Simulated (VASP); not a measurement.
Here is a VASP 6.6.1 calculation.

INCAR

```
PREC     = Accurate       # precision mode
ENCUT    = 520            # plane-wave cutoff, eV
EDIFF    = 1E-8           # SCF threshold, eV
ISMEAR   = 0              # smearing method
SIGMA    = 0.01           # smearing width, eV
LREAL    = False          # projectors in reciprocal space
LASPH    = True           # aspherical terms in the spheres
NELM     = 100            # most SCF steps
ALGO     = Normal         # electronic algorithm
ISIF     = 2              # what is computed and relaxed
LWAVE    = False          # write WAVECAR
LCHARG   = True           # write CHGCAR
GGA      = PS             # functional
IBRION   = 8              # ionic algorithm
NSW      = 1              # ionic steps
LEPSILON = True           # dielectric tensor by DFPT
```

KPOINTS

```
Automatic mesh
0
Gamma
  8 8 6
```

POSCAR

```
PtS2
1.0
    3.5432000000      0.0000000000      0.0000000000
   -1.7716000000      3.0685012107      0.0000000000
    0.0000000000      0.0000000000      5.0388000000
Pt S
1 2
Direct
    0.0000000000      0.0000000000      0.0000000000
    0.6666666667      0.3333333333      0.7730000000
    0.3333333333      0.6666666667      0.2270000000
```

Potentials or basis: VASP PAW PBE potentials, release 64 (Pt, S).

Run with:

```console
$ cat potpaw_PBE.64/Pt/POTCAR potpaw_PBE.64/S/POTCAR > POTCAR
$ mpirun -np 1 vasp_std > vasp.out
```

Task: What does it give for the electronic dielectric tensor (diagonal)?

Result: 18.94, 18.94, 10.01.

Task: What does it give for the Born charges (mean of the diagonal)?

Result: Pt +1.69; S -0.85 e.

Task: What does it give for the highest phonon frequency at Γ, LO-TO splitting left out?

Result: 348 cm⁻¹.

Born effective charge tensors (e):
atom 1, Pt
```
 2.87  0.00  0.00
 0.00  2.87  0.00
 0.00  0.00 -0.67
```
atom 2, S
```
-1.44  0.00  0.00
 0.00 -1.44  0.00
 0.00  0.00  0.33
```
atom 3, S
```
-1.44  0.00  0.00
 0.00 -1.44  0.00
 0.00  0.00  0.33
```

Caveat: the cell stands under pressure or tension, which shifts response properties.
